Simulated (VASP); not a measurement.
# Zn (P6_3/mmc) in VASP: further runs, part 2 of 2

VASP 6.6.1.

## 3. Relaxation of cell and atoms, PBE

This run uses another cell than the first one, of 15.57 Å³/atom.

Input file INCAR:

```
SYSTEM = Zn
PREC = Accurate
ENCUT = 600
EDIFF = 1E-7
ISMEAR = 0
SIGMA = 0.1
LREAL = .False.
LASPH = .True.
NELM = 100
ALGO = Fast
ISIF = 3
LWAVE = .False.
LCHARG = .False.
GGA = PE
IBRION = 2
NSW = 100
EDIFFG = -0.01
```

Input file KPOINTS:

```
Automatic mesh
0
Gamma
  24 24 12
  0 0 0
```

Input file POSCAR:

```
Zn
1.0
    2.6490583190      0.0000000000      0.0000000000
   -1.3245291595      2.2941518004      0.0000000000
    0.0000000000      0.0000000000      5.1250959022
Zn
2
Direct
    0.3333333333      0.6666666667      0.2500000000
    0.6666666667      0.3333333333      0.7500000000
```

Potentials or basis: VASP PAW PBE potentials, release 64 (Zn).

Started as:

```bash
$ cat potpaw_PBE.64/Zn/POTCAR > POTCAR
$ mpirun -np 1 vasp_std > vasp.out
```

OUTCAR:

```text
SYSTEM = Zn
   PREC = Accurate
   ENCUT = 600
   EDIFF = 1E-7
   ISMEAR = 0
   LREAL = .False.
   LASPH = .True.
   NELM = 100
   ISIF = 3
   GGA = PE
   IBRION = 2
   NSW = 100
   EDIFFG = -0.01

 ion  position               nearest neighbor table
   1  0.333  0.667  0.250-   2 2.98   2 2.98   2 2.98   2 2.98   2 2.98   2 2.98
   2  0.667  0.333  0.750-   1 2.98   1 2.98   1 2.98   1 2.98   1 2.98   1 2.98

  LATTYP: Found a hexagonal cell.
 ALAT       =     2.6490583190
 C/A-ratio  =     1.9346859469

  Lattice vectors:

 A1 = (   2.6490583190,   0.0000000000,   0.0000000000)
 A2 = (  -1.3245291595,   2.2941518004,   0.0000000000)
 A3 = (   0.0000000000,   0.0000000000,   5.1250959022)

Analysis of symmetry for initial positions (statically):
=====================================================================
 Subroutine PRICEL returns:
 Original cell was already a primitive cell.

 Routine SETGRP: Setting up the symmetry group for a
 hexagonal supercell.

 Subroutine GETGRP returns: Found 24 space group operations
 (whereof 12 operations were pure point group operations)
 out of a pool of 24 trial point group operations.

The static configuration has the point symmetry D_3d.
 The point group associated with its full space group is D_6h.

Analysis of symmetry for dynamics (positions and initial velocities):
=====================================================================
 Subroutine PRICEL returns:
 Original cell was already a primitive cell.

 Routine SETGRP: Setting up the symmetry group for a
 hexagonal supercell.

 Subroutine GETGRP returns: Found 24 space group operations
 (whereof 12 operations were pure point group operations)
 out of a pool of 24 trial point group operations.

The dynamic configuration has the point symmetry D_3d.
 The point group associated with its full space group is D_6h.

[... 127 lines left out ...]
   LEPSILON=     F    determine dielectric tensor
   LRPA    =     F    only Hartree local field effects (RPA)
 conjugate gradient relaxation of ions
 non-spin polarized calculation
 RMM-DIIS sequential band-by-band and
 Gauss-broadening in eV      SIGMA  =   0.10
  energy-cutoff  :      600.00
  volume of cell :       31.15
 maximum number of plane-waves:      1056
 NGX is ok and might be reduce to    24
   NGX = 11   NGY = 11   NGZ = 21

--------------------------------------- Ionic step        1  -------------------------------------------

 number of electron      23.9999992 magnetization

 Free energy of the ion-electron system (eV)
  ---------------------------------------------------
  ext. energy  EPLUGINS =         0.00000000
  ---------------------------------------------------
  free energy    TOTEN  =        -2.21535933 eV

  energy without entropy =       -2.21341746  energy(sigma->0) =       -2.21438840

------------------------ aborting loop because EDIFF is reached ----------------------------------------

  FORCE on cell =-STRESS in cart. coord.  units (eV):
  Direction    XX          YY          ZZ          XY          YZ          ZX
  --------------------------------------------------------------------------------------
  -------------------------------------------------------------------------------------
  Total       -0.1306404     -0.1306404     -0.2361605      0.0000000      0.0000000      0.0000000
  in kB       -6.7200489     -6.7200489    -12.1479291      0.0000000      0.0000000      0.0000000
  external PRESSURE =      -8.5293423 kB  Pullay stress =       0.0000000 kB
[... 275 lines left out ...]
--------------------------------------- Ionic step        9  -------------------------------------------

 number of electron      23.9999986 magnetization

 Free energy of the ion-electron system (eV)
  ---------------------------------------------------
  ext. energy  EPLUGINS =         0.00000000
  ---------------------------------------------------
  free energy    TOTEN  =        -2.21762678 eV

  energy without entropy =       -2.21573380  energy(sigma->0) =       -2.21668029

 E-fermi :   3.0533     XC(G=0): -11.5203

 val. band max:        3.0508168541   @ k =   0.3333   0.2917   0.4167
 cond. band min:       3.0655918763   @ k =   0.3333   0.2083   0.2500
 fundamental gap:      0.0147750222
 Fermi energy:         3.0532818420

 k-point     1 :       0.0000    0.0000    0.0000
  band No.  band energies     occupation
      1      -7.2942      2.00000
      2      -5.5667      2.00000
      3      -4.8676      2.00000
      4      -4.6100      2.00000
      5      -4.6100      2.00000
      6      -4.5661      2.00000
[... 433 lines left out ...]
      3      -5.0860      2.00000
      4      -4.6384      2.00000
      5      -4.4482      2.00000
      6      -4.4417      2.00000
[... 8 lines left out ...]
     15       7.2711      0.00000
     16       8.9367      0.00000

 [... further k-points ...]

------------------------ aborting loop because EDIFF is reached ----------------------------------------

  FORCE on cell =-STRESS in cart. coord.  units (eV):
  Direction    XX          YY          ZZ          XY          YZ          ZX
  --------------------------------------------------------------------------------------
  -------------------------------------------------------------------------------------
  Total        0.0193637      0.0193637      0.0024320      0.0000000     -0.0000000      0.0000000
  in kB        1.0149814      1.0149814      0.1274800      0.0000000     -0.0000000      0.0000000
  external PRESSURE =       0.7191476 kB  Pullay stress =       0.0000000 kB
[... 17 lines left out ...]
  FREE ENERGIE OF THE ION-ELECTRON SYSTEM (eV)
  ---------------------------------------------------
  free  energy   TOTEN  =        -2.2176267805 eV

  energy  without entropy=       -2.2157338023  energy(sigma->0) =       -2.21668029

 reached required accuracy - stopping structural energy minimisation
```

OSZICAR:

```text
N       E                     dE             d eps       ncg     rms          rms(c)
DAV:   1     0.101895118942E+03    0.10190E+03   -0.13954E+04 13848   0.258E+03
DAV:   2     0.511943415004E+00   -0.10138E+03   -0.99998E+02 13888   0.316E+02
DAV:   3    -0.240832183389E+01   -0.29203E+01   -0.29155E+01 17072   0.653E+01
[... 82 lines left out ...]
RMM:   4    -0.221762559702E+01    0.35294E-03   -0.66748E-04 13664   0.262E-01    0.238E-02
RMM:   5    -0.221762995102E+01   -0.43540E-05   -0.90792E-05 13664   0.139E-01    0.168E-02
RMM:   6    -0.221762653121E+01    0.34198E-05   -0.20105E-05 13664   0.599E-02    0.274E-03
RMM:   7    -0.221762673471E+01   -0.20350E-06   -0.17444E-06 13429   0.140E-02    0.826E-04
RMM:   8    -0.221762678049E+01   -0.45786E-07   -0.12551E-07  8214   0.443E-03
   9 F= -.22176268E+01 E0= -.22166803E+01  d E =-.909081E-03
```

Run time: 26 min. Hardware: 1 thread of Oxide Virtual Turin-like, shared host; peak memory 0.32 GiB.

Results:

```yaml
Free_energy: -2.2176 eV
Relaxed_volume: 15.28 Å³/atom
Relaxed_cell: a = 2.648 Å, b = 2.648 Å, c = 5.034 Å, α = 90.00°, β = 90.00°, γ = 120.00°
Space_group_after_relaxing_to_0.1_Å: P6_3/mmc (No. 194)
Energy_gained_by_relaxing: 1.1 meV/atom
Ionic_steps: 9
Pressure_after_relaxing: 0.1 GPa
Band_gap_on_the_k_mesh: zero (bands 12 and 13 overlap by 4.83 eV)
```

Stress tensor (GPa, compression positive):
```
0.10 0.00 0.00
0.00 0.10 0.00
0.00 0.00 0.01
```

Step by step:
```
step  energy change (eV)  largest force (eV/Å)  pressure (GPa)  volume (Å³)
   1              0.0000                0.0000           -0.85        31.15
   2             -0.0013                0.0000           -0.05        30.77
   3             -0.0014                0.0000            0.07        30.70
   4             -0.0012                0.0000            0.36        30.55
   5             -0.0014                0.0000            0.25        30.67
   6             -0.0014                0.0000            0.15        30.69
   7             -0.0019                0.0000            0.10        30.64
   8             -0.0021                0.0000            0.01        30.50
   9             -0.0023                0.0000            0.07        30.57
```

Final structure:
```
Zn
1.0
     2.64794    0.00000    0.00000
    -1.32397    2.29318    0.00000
     0.00000    0.00000    5.03377
Zn
2
Cartesian
  0.0000 1.5288 1.2584
  1.3240 0.7644 3.7753
```
